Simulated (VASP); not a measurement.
NiO:

```xyz
2
Lattice="0.0000 2.2835 2.2835 2.2835 0.0000 2.2835 2.2835 2.2835 0.0000" Properties=species:S:1:pos:R:3 pbc="T T T"
Ni    0.0000    0.0000    0.0000
O     1.1418    1.1418    1.1418
```

Program: VASP 6.6.1. Alike in all runs: task single point; potentials or basis VASP PAW PBE potentials, release 64 (Ni, O); spin collinear, ferromagnetic start; cell as given; cutoff (eV) 520; smearing fermi-dirac 0.05 eV.

Q: Order these runs on this cell by their pressure, lowest first.
A. level PBE; k mesh 10 × 10 × 10
B. level HSE06; k mesh 5 × 5 × 5; grid for exact exchange (PRECFOCK) Normal; screening parameter 0.2079 1/Å
C. level PBEsol-based screened hybrid; k mesh 5 × 5 × 5; grid for exact exchange (PRECFOCK) Normal; share of exact exchange 0.25; screening parameter 0.207 1/Å

A: C (-16.1 GPa), B (-11.0 GPa), A (-7.3 GPa).

Caveats: some runs use coarse meshes; a cell with one magnetic atom can't hold antiferromagnetic order, which such compounds often take; the PAW data sets were made with another functional, which shifts forces and pressure a little (some runs).
